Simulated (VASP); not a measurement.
Wanted: the native input for a VASP 6.6.1 run.

```
Task                   : single point
Functional             : r2SCAN
Dispersion             : D3(BJ)
Potentials or basis    : VASP PAW PBE potentials, release 64 (O_h, C_h, H_h, S)
Cutoff                 : 1100 eV
k mesh                 : 1 × 1 × 1
Occupations            : fermi-dirac, width 0.02 eV
Spin                   : no spin polarisation
Dipole correction      : no
Further INCAR settings : LREAL = Auto; ALGO = Normal; EDIFF = 1e-06; NBANDS = 109
```

System: H4C5S3O7.

```
O C H S
1.0
     9.91596    0.00000    0.00000
     0.00000    9.91596    0.00000
     0.00000    0.00000    9.91596
O C H S
14 10 8 6
Direct
  0.16014 0.45946 0.67526
  0.10653 0.66213 0.58791
  0.58042 0.39552 0.35631
  0.47020 0.46945 0.17073
  0.58132 0.96744 0.81062
  0.61163 0.07264 0.60887
  0.21470 0.63999 0.20970
  0.15988 0.82835 0.09798
  0.77590 0.07806 0.33843
  0.41556 0.66597 0.95705
  0.02677 0.51323 0.95820
  0.04417 0.28394 0.45738
  0.43945 0.62483 0.49664
  0.40499 0.36284 0.84453
  0.15360 0.60077 0.68140
  0.53080 0.38298 0.23154
  0.53902 0.03680 0.69951
  0.14180 0.75186 0.19160
  0.82841 0.00726 0.41795
  0.52472 0.64505 0.91598
  0.96797 0.48783 0.05296
  0.10360 0.22280 0.37395
  0.40992 0.73578 0.47028
  0.31921 0.28877 0.87832
  0.10666 0.42337 0.59746
  0.19694 0.62851 0.77125
  0.56396 0.47969 0.39614
  0.55170 0.28447 0.19315
  0.68004 0.95198 0.79033
  0.43379 0.05470 0.70220
  0.27870 0.61607 0.13867
  0.07328 0.76204 0.27420
  0.91513 0.89447 0.48978
  0.66592 0.61251 0.85972
  0.88532 0.45185 0.18033
  0.15613 0.14014 0.25358
  0.36811 0.88189 0.43806
  0.21819 0.16835 0.89804
```

These files were run (other wordings do the same):

POSCAR

```
H4C5S3O7
1.0
    9.9159620000      0.0000000000      0.0000000000
    0.0000000000      9.9159620000      0.0000000000
    0.0000000000      0.0000000000      9.9159620000
O C H S
14 10 8 6
Direct
    0.1601357488      0.4594612202      0.6752647902
    0.1065252166      0.6621344455      0.5879106838
    0.5804177144      0.3955239038      0.3563143949
    0.4702014792      0.4694451229      0.1707348213
    0.5813152572      0.9674401737      0.8106223077
    0.6116300163      1.0726442881      0.6088667948
    0.2147043323      0.6399883340      0.2097022962
    0.1598836301      0.8283512986      0.0979834332
    0.7759005127      0.0780559667      0.3384341328
    0.4155623025      0.6659666505      0.9570528810
    1.0267687593      0.5132331084      0.9582025425
    0.0441712060      0.2839361426      0.4573837617
    0.4394530758      0.6248309544      0.4966436943
    0.4049934842      0.3628392283      0.8445272380
    0.1536008307      0.6007687403      0.6813963184
    0.5308007433      0.3829784745      0.2315357804
    0.5390198147      1.0368030858      0.6995085298
    0.1418016729      0.7518584682      0.1916001695
    0.8284118071      0.0072610202      0.4179523883
    0.5247196389      0.6450508786      0.9159776933
    0.9679746655      0.4878296226      1.0529588556
    0.1036006391      0.2228023867      0.3739526231
    0.4099249271      0.7357833763      0.4702821572
    0.3192125988      0.2887667379      0.8783212360
    0.1066563184      0.4233678992      0.5974609423
    0.1969350024      0.6285118882      0.7712514429
    0.5639594020      0.4796912292      0.3961390735
    0.5516963458      0.2844706343      0.1931532210
    0.6800449619      0.9519802516      0.7903317903
    0.4337854461      1.0547035174      0.7022011581
    0.2787021572      0.6160673064      0.1386653156
    0.0732757951      0.7620440659      0.2742043586
    0.9151305743     -0.1055268263      0.4897759794
    0.6659162268      0.6125073896      0.8597249566
    0.8853200527      0.4518472338      1.1803292510
    0.1561321030      0.1401376891      0.2535810444
    0.3681135527      0.8818912376      0.4380613802
    0.2181936558      0.1683548202      0.8980369227
```

INCAR.step1

```
SYSTEM = H4C5S3O7
ALGO = Normal ; EDIFF = 1E-5
ENCUT = 1100 ; GGA = PE
GGA_COMPAT = .False. ; ISMEAR = -1
LASPH = .True. ; LCHARG = .False.
LREAL = Auto ; LWAVE = .True.
NBANDS = 109 ; NELM = 120
PREC = Accurate ; SIGMA = 0.02
```

INCAR.step2

```
SYSTEM = H4C5S3O7
ALGO = Normal ; EDIFF = 1E-6
ENCUT = 1100 ; GGA_COMPAT = .False.
ISIF = 2 ; ISMEAR = -1
ISTART = 1 ; IVDW = 12
LASPH = .True. ; LCHARG = .True.
LELF = .True. ; LMIXTAU = .True.
LREAL = Auto ; LVHAR = .True.
LWAVE = .False. ; METAGGA = R2SCAN
NBANDS = 109 ; NELM = 120
PREC = Accurate ; SIGMA = 0.02
VDW_A1 = 0.49484001 ; VDW_A2 = 5.73083694
VDW_S6 = 1.0 ; VDW_S8 = 0.78981345
```

KPOINTS

```
k-points
0
Gamma
  1 1 1
  0 0 0
```

Potentials or basis: VASP PAW PBE potentials, release 64 (O_h, C_h, H_h, S).

Run with:

```sh
$ cat potpaw_PBE.64/O_h/POTCAR potpaw_PBE.64/C_h/POTCAR potpaw_PBE.64/H_h/POTCAR potpaw_PBE.64/S/POTCAR > POTCAR
$ cp INCAR.step1 INCAR
$ mpirun -np 1 vasp_gam > vasp.out
$ cp INCAR.step2 INCAR
$ mpirun -np 1 vasp_gam > vasp.out
```

Results of the run:

- Pressure: -0.7 GPa
- Largest force: 5.557 eV/Å
- Band gap on the k mesh: 4.60 eV
- Dispersion energy per atom: -0.024 eV

Caveat: the k points lie up to 0.63 Å⁻¹ apart; the PAW data sets were made with another functional, which shifts forces and pressure a little.

It took 23 min on 1 thread of Intel(R) Xeon(R) 6975P-C (Granite Rapids), on a shared host, peak memory 2.3 GiB.
